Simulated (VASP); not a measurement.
Write the native input for VASP 6.6.1 that does the following.

* Task: single point
* Functional: PBEsol
* Potentials or basis: VASP PAW PBE potentials, release 64 (Ga_d)
* Cutoff: 520 eV
* k mesh: 8 × 8 × 7
* Occupations: fermi-dirac, width 0.05 eV
* Spin: no spin polarisation
* Dipole correction: no
* Further INCAR settings: ALGO = Normal; EDIFF = 1e-07; NBANDS = 20

The structure of Ga lies in POSCAR:

```
Ga
1.0
    1.5080000000     -4.2276000000      0.0000000000
    1.5080000000      4.2276000000      0.0000000000
    0.0000000000      0.0000000000      3.1700000000
Ga
2
Direct
    0.1330000000      0.8670000000      0.7500000000
    0.8670000000      0.1330000000      0.2500000000
```

These files were run (other wordings do the same):

INCAR

```
PREC = Accurate
ENCUT = 520
EDIFF = 1E-7
ISMEAR = -1
SIGMA = 0.05
LREAL = F
LASPH = T
NELM = 60
ALGO = Normal
ISIF = 2
LWAVE = F
LCHARG = T
GGA = PS
LELF = T
LVHAR = T
NBANDS = 20
```

KPOINTS

```
Automatic mesh
0
Gamma
  8 8 7
```

Potentials or basis: VASP PAW PBE potentials, release 64 (Ga_d).

Run with:

```sh
$ cat potpaw_PBE.64/Ga_d/POTCAR > POTCAR
$ mpirun -np 1 vasp_std > vasp.out
```

It gave:

```
Pressure               : -5.0 GPa
Largest force          : 0.215 eV/Å
Band gap on the k mesh : zero (band 13 reaches 9.87 eV, above the bottom of band 14 at 1.86 eV)
```

Caveat: the PAW data sets were made with another functional, which shifts forces and pressure a little.

Wall time 44 s on 1 thread of Intel Xeon 6975P-C (shared host), peak memory 0.21 GiB.
